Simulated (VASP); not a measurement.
# Cs (Im-3m) in VASP: notebook

Cs is run at these levels: LDA; tasks: electric field gradients.

Program: VASP 6.6.1. These are calculated values, not measurements. Logs are shortened: lines on timing, memory, paths and dates and some standing lists are left out, and cuts for length are marked.

## 1. The cell of the first run

The structure is cubic, space group Im-3m (No. 229). The conventional cell has a = 5.963 Å, b = 5.963 Å, c = 5.963 Å, α = 90.00°, β = 90.00°, γ = 90.00°.

## 2. Electric field gradients, LDA (volume scaled by 0.96)

INCAR

```
SYSTEM = Cs
  PREC = Accurate
  ENCUT = 520
  EDIFF = 1E-8
  ISMEAR = -1
  SIGMA = 0.05
  LREAL = .False.
  LASPH = .True.
  NELM = 80
  ALGO = Normal
  ISIF = 2
  LWAVE = .False.
  LCHARG = .False.
  GGA = CA
  LEFG = .True.
  NBANDS = 10
```

KPOINTS

```
regular mesh
0
Gamma
  9 9 9
  0 0 0
```

POSCAR

```
Cs
1.0
   -2.9816503979      2.9816503979      2.9816503979
    2.9816503979     -2.9816503979      2.9816503979
    2.9816503979      2.9816503979     -2.9816503979
Cs
1
Direct
    0.0000000000      0.0000000000      0.0000000000
```

Potentials or basis: VASP PAW LDA potentials, release 64 (Cs_sv).

Launch:

```
cat potpaw_LDA.64/Cs_sv/POTCAR > POTCAR
mpirun -np 1 vasp_std > vasp.out
```

OUTCAR:

```text
SYSTEM = Cs
   PREC = Accurate
   ENCUT = 520
   EDIFF = 1E-8
   ISMEAR = -1
   LREAL = .False.
   LASPH = .True.
   NELM = 80
   ISIF = 2
   GGA = CA

 ion  position               nearest neighbor table
   1  0.000  0.000  0.000-

  LATTYP: Found a body centered cubic cell.
 ALAT       =     5.9633007958

  Lattice vectors:

 A1 = (  -2.9816503979,   2.9816503979,   2.9816503979)
 A2 = (   2.9816503979,  -2.9816503979,   2.9816503979)
 A3 = (   2.9816503979,   2.9816503979,  -2.9816503979)

Analysis of symmetry for initial positions (statically):
=====================================================================
 Subroutine PRICEL returns:
 Original cell was already a primitive cell.

 Routine SETGRP: Setting up the symmetry group for a
 body centered cubic supercell.

 Subroutine GETGRP returns: Found 48 space group operations
[... 9 lines left out ...]

 Routine SETGRP: Setting up the symmetry group for a
 body centered cubic supercell.

 Subroutine GETGRP returns: Found 48 space group operations
[... 11 lines left out ...]
                                     Primitive cell

  volume of cell :     106.0303

  direct lattice vectors                    reciprocal lattice vectors
    -2.981650398  2.981650398  2.981650398     0.000000000  0.167692363  0.167692363
     2.981650398 -2.981650398  2.981650398     0.167692363  0.000000000  0.167692363
     2.981650398  2.981650398 -2.981650398     0.167692363  0.167692363  0.000000000

  length of vectors
     5.164369980  5.164369980  5.164369980     0.237152814  0.237152814  0.237152814

  position of ions in fractional coordinates (direct lattice)
     0.000000000  0.000000000  0.000000000

  ion indices of the primitive-cell ions
   primitive index   ion index
                 1           1

----------------------------------------------------------------------------------------

 KPOINTS: regular mesh

Automatic generation of k-mesh.
 Grid dimensions read from file:
 generate k-points for:    9    9    9

 Generating k-lattice:

  Cartesian coordinates                     Fractional coordinates (reciprocal lattice)
     0.000000000  0.018632485  0.018632485     0.111111111  0.000000000  0.000000000
     0.018632485  0.000000000  0.018632485     0.000000000  0.111111111  0.000000000
     0.018632485  0.018632485  0.000000000     0.000000000  0.000000000  0.111111111

  Length of vectors
     0.026350313  0.026350313  0.026350313

  Shift w.r.t. Gamma in fractional coordinates (k-lattice)
     0.000000000  0.000000000  0.000000000

 Subroutine IBZKPT returns following result:
 ===========================================

 Found     35 irreducible k-points:

 Following reciprocal coordinates:
            Coordinates               Weight
  0.000000  0.000000  0.000000      1.000000
  0.111111  0.000000  0.000000     12.000000
  0.222222  0.000000  0.000000     12.000000
  0.333333  0.000000  0.000000     12.000000
  0.444444  0.000000  0.000000     12.000000
  0.111111  0.111111  0.000000     24.000000
[... 16 lines left out ...]
 -0.333333  0.444444  0.111111     48.000000
 -0.444444 -0.444444  0.111111     24.000000
 [... further k-points ...]
   k-points           NKPTS =     35   k-points in BZ     NKDIM =     35   number of bands    NBANDS=     10
   number of dos      NEDOS =    301   number of ions     NIONS =      1
   total plane-waves  NPLWV =  64000
   dimension x,y,z NGX =    40 NGY =   40 NGZ =   40
   dimension x,y,z NGXF=    80 NGYF=   80 NGZF=   80
   ions per type =               1
   NGX,Y,Z   is equivalent  to a cutoff of  12.88, 12.88, 12.88 a.u.
   NGXF,Y,Z  is equivalent  to a cutoff of  25.75, 25.75, 25.75 a.u.
 SYSTEM =  Cs
   PREC   = accura    normal or accurate (medium, high low for compatibility)
   ISTART =      0    job   : 0-new  1-cont  2-samecut
   ICHARG =      2    charge: 1-file 2-atom 10-const
   ISPIN  =      1    spin polarized calculation?
   LNONCOLLINEAR =      F non collinear calculations
   LSORBIT =      F    spin-orbit coupling
   LASPH  =      T    aspherical Exc in radial PAW
   ENCUT  =  520.0 eV  38.22 Ry    6.18 a.u.   9.60  9.60  9.60*2*pi/ulx,y,z
   NELM   =     80;   NELMIN=  2; NELMDL= -5     # of ELM steps
   EDIFF  = 0.1E-07   stopping-criterion for ELM
   LREAL  =      F    real-space projection
   EDIFFG = 0.1E-06   stopping-criterion for IOM
   NSW    =      0    number of steps for IOM
   IBRION =     -1    ionic relax: 0-MD 1-quasi-New 2-CG
   NFREE  =      0    steps in history (QN), initial steepest desc. (CG)
   ISIF   =      2    stress and relaxation
   ISYM   =      2    0-nonsym 1-usesym 2-fastsym
   POTIM  = 0.5000    time-step for ionic-motion
   TEBEG  =    0.0;   TEEND  =   0.0 temperature during run
   PSTRESS=    0.0 pullay stress
   NELECT =       9.0000    total number of electrons
   NUPDOWN=      -1.0000    fix difference up-down
   EMIN   =  10.00;   EMAX   =-10.00  energy-range for DOS
[... 5 lines left out ...]
     AMIX     =   0.40;   BMIX     =  1.00
     AMIX_MAG =   1.60;   BMIX_MAG =  1.00
  volume/ion in A,a.u.               =     106.03       715.53
  Fermi-wavevector in a.u.,A,eV,Ry     =   0.719469  1.359600  7.042867  0.517636
  Thomas-Fermi vector in A             =   1.808673
   LORBIT       =      0    0 simple, 1 ext, 2 COOP (PROOUT), +10 PAW based schemes
   GGA     = CA    functional components
   LHFCALC =     F    Hartree Fock is set to
   AEXX    =    0.0000 exact exchange contribution
   IVDW    =     0    specifies the selected vdW correction
   LEPSILON=     F    determine dielectric tensor
   LRPA    =     F    only Hartree local field effects (RPA)
 non-spin polarized calculation
  energy-cutoff  :      520.00
  volume of cell :      106.03
 maximum number of plane-waves:      2899
   NGX = 19   NGY = 19   NGZ = 19

 number of electron       8.9999999 magnetization

 Free energy of the ion-electron system (eV)
  ---------------------------------------------------
  ext. energy  EPLUGINS =         0.00000000
  ---------------------------------------------------
  free energy    TOTEN  =        -0.99250994 eV

  energy without entropy =       -0.98229366  energy(sigma->0) =       -0.98740180

 E-fermi :   0.4923     XC(G=0):  -5.7564

 val. band max:        0.3832416432   @ k =   0.4444   0.0000   0.0000
 cond. band min:       0.4982177216   @ k =  -0.3333   0.4444   0.1111
 fundamental gap:      0.1149760784
 Fermi energy:         0.4922939265

 k-point     1 :       0.0000    0.0000    0.0000
  band No.  band energies     occupation
      1     -23.2852      2.00000
      2     -10.0056      2.00000
      3     -10.0056      2.00000
      4     -10.0056      2.00000
      5      -1.2755      2.00000
      6       2.9603      0.00000
      7       2.9603      0.00000
      8       2.9603      0.00000
      9       3.9173      0.00000
     10       3.9173      0.00000

 k-point     2 :       0.1111    0.0000    0.0000
  band No.  band energies     occupation
      1     -23.2840      2.00000
      2     -10.0283      2.00000
      3     -10.0128      2.00000
      4     -10.0056      2.00000
      5      -1.1264      2.00000
      6       2.8135      0.00000
      7       2.8296      0.00000
      8       3.1108      0.00000
      9       3.7178      0.00000
     10       3.8959      0.00000

 k-point     3 :       0.2222    0.0000    0.0000
  band No.  band energies     occupation
      1     -23.2810      2.00000
      2     -10.0846      2.00000
      3     -10.0310      2.00000
      4     -10.0058      2.00000
      5      -0.7101      2.00000
      6       2.3656      0.00000
      7       2.5146      0.00000
      8       3.5534      0.00000
      9       3.7085      0.00000
     10       3.9045      0.00000

 k-point     4 :       0.3333    0.0000    0.0000
  band No.  band energies     occupation
      1     -23.2777      2.00000
      2     -10.1466      2.00000
      3     -10.0515      2.00000
      4     -10.0060      2.00000
      5      -0.1289      1.99999
      6       1.8792      0.00000
      7       2.2489      0.00000
      8       3.8352      0.00000
      9       4.0409      0.00000
     10       4.2593      0.00000

 k-point     5 :       0.4444    0.0000    0.0000
  band No.  band energies     occupation
      1     -23.2754      2.00000
      2     -10.1859      2.00000
      3     -10.0648      2.00000
      4     -10.0061      2.00000
      5       0.3832      1.79707
      6       1.5700      0.00000
      7       2.1017      0.00000
      8       3.7753      0.00000
      9       4.3025      0.00000
     10       5.1576      0.00000

 k-point     6 :       0.1111    0.1111    0.0000
  band No.  band energies     occupation
      1     -23.2819      2.00000
      2     -10.0670      2.00000
      3     -10.0210      2.00000
      4     -10.0110      2.00000
      5      -0.8424      2.00000
      6       2.5291      0.00000
      7       2.5864      0.00000
      8       3.4107      0.00000
      9       3.5531      0.00000
     10       4.0188      0.00000
[... 183 lines left out ...]
 k-point    21 :      -0.2222    0.3333    0.1111
  band No.  band energies     occupation
      1     -23.2769      2.00000
      2     -10.1222      2.00000
      3     -10.0609      2.00000
      4     -10.0340      2.00000
      5      -0.0870      1.99998
      6       2.0051      0.00000
      7       2.4546      0.00000
      8       3.0978      0.00000
      9       3.9202      0.00000
     10       4.2601      0.00000

 k-point    22 :      -0.4444    0.4444    0.1111
  band No.  band energies     occupation
      1     -23.2745      2.00000
      2     -10.1799      2.00000
      3     -10.0731      2.00000
      4     -10.0220      2.00000
      5       0.5263      0.67235
      6       1.5227      0.00000
      7       2.2311      0.00000
      8       3.2254      0.00000
      9       4.2742      0.00000
     10       5.0930      0.00000

 k-point    23 :      -0.3333    0.4444    0.1111
  band No.  band energies     occupation
      1     -23.2743      2.00000
      2     -10.1583      2.00000
      3     -10.0846      2.00000
      4     -10.0353      2.00000
      5       0.4982      0.94083
      6       1.6228      0.00000
      7       2.2317      0.00000
      8       3.2252      0.00000
      9       3.9715      0.00000
     10       4.7145      0.00000

 k-point    24 :      -0.4444   -0.4444    0.1111
  band No.  band energies     occupation
      1     -23.2732      2.00000
      2     -10.1725      2.00000
      3     -10.0944      2.00000
      4     -10.0352      2.00000
      5       0.8725      0.00100
      6       1.4034      0.00000
      7       2.1008      0.00000
      8       3.1534      0.00000
      9       4.2011      0.00000
     10       5.0123      0.00000

 [... further k-points ...]
[... 5 lines left out ...]
  --------------------------------------------------------------------------------------
  -------------------------------------------------------------------------------------
  Total       -0.1457342     -0.1457342     -0.1457342      0.0000000     -0.0000000      0.0000000
  in kB       -2.2021252     -2.2021252     -2.2021252      0.0000000     -0.0000000      0.0000000
  external PRESSURE =      -2.2021252 kB  Pullay stress =       0.0000000 kB

 VOLUME and BASIS-vectors are now :
 -----------------------------------------------------------------------------
  energy-cutoff  :      520.00
  volume of cell :      106.03
      direct lattice vectors                 reciprocal lattice vectors
    -2.981650398  2.981650398  2.981650398     0.000000000  0.167692363  0.167692363
     2.981650398 -2.981650398  2.981650398     0.167692363  0.000000000  0.167692363
     2.981650398  2.981650398 -2.981650398     0.167692363  0.167692363  0.000000000

 POSITION                                       TOTAL-FORCE (eV/Angst)
 -----------------------------------------------------------------------------------
      0.00000      0.00000      0.00000         0.000000     -0.000000      0.000000
 -----------------------------------------------------------------------------------
    total drift:                               -0.000000     -0.000000     -0.000000

  FREE ENERGIE OF THE ION-ELECTRON SYSTEM (eV)
  ---------------------------------------------------
  free  energy   TOTEN  =        -0.9925099363 eV

  energy  without entropy=       -0.9822936593  energy(sigma->0) =       -0.98740180

 Electric field gradients (V/A^2)
---------------------------------------------------------------------
 ion       V_xx      V_yy      V_zz      V_xy      V_xz      V_yz
---------------------------------------------------------------------
   1       0.000     0.000     0.000    -0.000    -0.000    -0.000
---------------------------------------------------------------------

 Electric field gradients after diagonalization (V/A^2)
 (convention: |V_zz| > |V_xx| > |V_yy|)
----------------------------------------------------------------------
 ion       V_xx      V_yy      V_zz     asymmetry (V_yy - V_xx)/ V_zz
----------------------------------------------------------------------
   1       0.000     0.000    -0.001       0.000
----------------------------------------------------------------------

           NMR quadrupolar parameters

 Cq : quadrupolar parameter    Cq=e*Q*V_zz/h
 eta: asymmetry parameters     (V_yy - V_xx)/ V_zz
 Q  : nuclear electric quadrupole moment in mb (millibarn)
----------------------------------------------------------------------
 ion       Cq(MHz)       eta       Q (mb)
----------------------------------------------------------------------
   1      -0.000       0.000       1.000
----------------------------------------------------------------------
```

Run time: 10 s. Hardware: 1 thread of Intel Xeon 6975P-C (Granite Rapids), shared host; peak memory 0.2 GiB.

Results:

| Item | Value |
| --- | --- |
| Free energy | -0.9925 eV |
| Pressure | -0.2 GPa |

Levels at points of the mesh, in eV from the Fermi level:
```tsv
k point	band 1	band 2	band 3	band 4	band 5	band 6	band 7	band 8	band 9
(0.00, 0.00, 0.00)	-23.78	-10.50	-10.50	-10.50	-1.77	2.47	2.47	2.47	3.43
```

Caveat: without QUAD_EFG the Cq values of the log hold for a quadrupole moment of 1 mb, not for the nuclei; spin-orbit coupling is left out, which moves the levels of the heavy elements.

(Continued in part 2 of 2.)
